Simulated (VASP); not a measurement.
Runs of VASP 6.6.1 on ScAsS. The structure is that of space group P4/mmm (No. 123), or close to it. The cells are those of the table. The cell was built from a structure type or drawn by symmetry, and may not be a known phase.

```csv
task,cell,k mesh,cutoff (eV),gap on the mesh (eV),pressure (GPa),relaxed volume (Å³/atom)
relaxation of cell and atoms,"relaxed from a = 3.536, b = 3.536, c = 5.239 Å, 3 atoms",6 × 6 × 4,600,none,-0.2,21.86
single point,"a = 3.821, b = 3.821, c = 4.030 Å, 3 atoms",4 × 4 × 4,520,none,(b),-
relaxation of cell and atoms,"relaxed from a = 3.548, b = 3.548, c = 5.181 Å, 3 atoms",14 × 14 × 10,600,none,0.0,21.82
single point,"a = 3.548, b = 3.548, c = 5.181 Å, 3 atoms",6 × 6 × 4,520,none,0.2,-
single point,"a = 3.536, b = 3.536, c = 5.239 Å, 3 atoms",4 × 4 × 4,520,none,(a),-
```

Alike in all rows: level PBE; potentials or basis VASP PAW PBE potentials, release 64 (Sc_sv, As, S); no spin polarisation; smearing gaussian 0.1 eV.

Estimate the missing entries.

(a) 0.1; (b) 18.7.

Caveats: some runs use coarse meshes.

A k mesh can miss the band edges, and the runs leave out spin-orbit coupling on As.

A gap of «none» marks levels without a gap at the run's occupations.
